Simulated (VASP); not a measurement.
The system is Mg.

```
Mg
1.0
     3.20930    0.00000    0.00000
    -1.60465    2.77934    0.00000
     0.00000    0.00000    5.21030
Mg
2
Direct
  0.33333 0.66667 0.25000
  0.66667 0.33333 0.75000
```

| Quantity | Value |
| --- | --- |
| Program | VASP 6.6.1 |
| Task | relaxation of volume and atoms at fixed shape |
| Functional | LDA |
| Potentials or basis | VASP PAW LDA potentials, release 64 (Mg) |
| Cutoff | 600 eV |
| k mesh | 8 × 8 × 5 |
| Occupations | fermi-dirac, width 0.05 eV |
| Spin | no spin polarisation |

At the start: pressure -2.8 GPa; volume 23.24 Å³/atom.

Question: Where does the relaxation end?

Answer: Over 3 steps the energy falls by 16.4 meV/atom and the volume is 21.48 Å³/atom (-7.6 %); space group P6_3/mmc (No. 194, to 0.05 Å).

Step by step:
```
step  energy change (eV)  largest force (eV/Å)  pressure (GPa)  volume (Å³)
   1              0.0000                0.0000           -2.77        46.47
   2             -0.0305                0.0000           -0.82        43.82
   3             -0.0328                0.0000           -0.03        42.95
```

Final structure:
```cif
data_structure
_symmetry_space_group_name_H-M 'P 1'
_symmetry_Int_Tables_number 1
_cell_length_a 3.1261
_cell_length_b 3.1261
_cell_length_c 5.0753
_cell_angle_alpha 90.000
_cell_angle_beta 90.000
_cell_angle_gamma 120.000
_cell_volume 42.95
loop_
_atom_site_label
_atom_site_type_symbol
_atom_site_fract_x
_atom_site_fract_y
_atom_site_fract_z
_atom_site_occupancy
Mg1 Mg 0.33333 0.66667 0.25000 1
Mg2 Mg 0.66667 0.33333 0.75000 1
```
